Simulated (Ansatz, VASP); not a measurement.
**Two plane-wave programs on Ru**

INCAR

```
ALGO     = Fast           # electronic algorithm
EDIFF    = 1E-6           # SCF threshold, eV
ENCUT    = 520            # plane-wave cutoff, eV
ISIF     = 2              # what is computed and relaxed
ISMEAR   = 0              # smearing method
LASPH    = T              # aspherical terms in the spheres
LCHARG   = F              # write CHGCAR
LREAL    = F              # projectors in reciprocal space
LWAVE    = F              # write WAVECAR
NBANDS   = 21             # bands
NELM     = 60             # most SCF steps
PREC     = Accurate       # precision mode
SIGMA    = 0.15           # smearing width, eV
```

The input KPOINTS:

```
k-points
0
Gamma
  21 21 12
```

File POSCAR:

```
Ru
1.0
    2.7057993342      0.0000000000      0.0000000000
   -1.3528996671      2.3432909610      0.0000000000
    0.0000000000      0.0000000000      4.4103570000
Ru
2
Direct
    0.3333333333      0.6666666667      0.2500000000
    0.6666666667      0.3333333333      0.7500000000
```

Input for Ansatz:

```yaml
crystal:
  lattice:
    - [2.7057993342, 0.0, 0.0]
    - [-1.3528996671, 2.343290961, 0.0]
    - [0.0, 0.0, 4.410357]
  atoms:
    - { symbol: Ru, position: [0.3333333333, 0.6666666667, 0.25] }
    - { symbol: Ru, position: [0.6666666667, 0.3333333333, 0.75] }
basis:
  ecutwfc: 420
kpoints:
  mp_grid: { grid: [21, 21, 12] }
hamiltonian:
  xc: lda
scf:
  occupations: { method: gaussian, width: 0.15 }
output:
  forces: true
  stress: true
  eigenvalues: true
```

Change from the starting cell: strain +0.000 along x and y, +0.030 along z, atoms carried along.

Alike in both runs: task single point; functional LDA; k mesh 21 × 21 × 12; occupations gaussian, width 0.15 eV; no spin polarisation.

|  | VASP | Ansatz |
| --- | --- | --- |
| version | VASP 6.6.1 | Ansatz 0.2.0 |
| potentials or method | VASP PAW LDA potentials, release 64 (Ru_pv), cutoff 520 eV | scalar-relativistic, plane waves, PAW |
| valence electrons in the cell | 28 | 32 |

|  | VASP | Ansatz | Ansatz less VASP |
| --- | --- | --- | --- |
| gap on the k mesh at the Fermi level (eV) | none | none | - |
| pressure (GPa) | -20.0 | -20.7 | -0.67 |
| traceless stress, the component that is largest in VASP (GPa) | -9.46 | -9.48 | -0.014 |

LDA's correlation is that of Perdew and Zunger in VASP and of Perdew and Wang (1992) in Ansatz. A gap of «none» marks a metal or a gap that the smearing closes. VASP's potentials hold 28 valence electrons a cell and Ansatz's 32, so a difference there can come from the potentials and not from the codes.
